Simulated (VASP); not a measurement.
## ZrB2: single point with PBEsol

The system is ZrB2.

```
Zr B
1.0
     3.18640    0.00000    0.00000
    -1.59320    2.75950    0.00000
     0.00000    0.00000    3.38990
Zr B
1 2
Direct
  0.00000 0.00000 0.00000
  0.33333 0.66667 0.50000
  0.66667 0.33333 0.50000
```

```yaml
Program: VASP 6.6.1
Task: single point
Functional: PBEsol
Potentials_or_basis: VASP PAW PBE potentials, release 64 (Zr_sv, B)
Cutoff: 520 eV
k_mesh: 15 × 15 × 12
Occupations: gaussian, width 0.15 eV
Spin: no spin polarisation
Dipole_correction: no
Further_INCAR_settings: ALGO = Normal; EDIFF = 1e-07; NBANDS = 16
```

The pressure is 3.6 GPa. The band gap on the k mesh is zero (bands 9 and 10 overlap by 0.75 eV).

Stress tensor (GPa, compression positive):
```
-1.42  0.00  0.00
 0.00 -1.42  0.00
 0.00  0.00 13.51
```

Levels at points of the mesh, in eV from the Fermi level:
```csv
k point,band 7,band 8,band 9,band 10,band 11,band 12
"(0.00, 0.00, 0.00)",-3.02,-2.58,-1.93,3.52,3.52,4.45
"(0.00, 0.00, 0.50)",-1.15,-1.15,-0.12,-0.12,0.77,0.77
```

Run time: 42 s on 1 thread of AMD EPYC 9R45 96-Core Processor (Zen 5) (shared host), peak memory 0.18 GiB.

Caveat: the cell stands under pressure; the PAW data sets were made with another functional, which shifts forces and pressure a little.
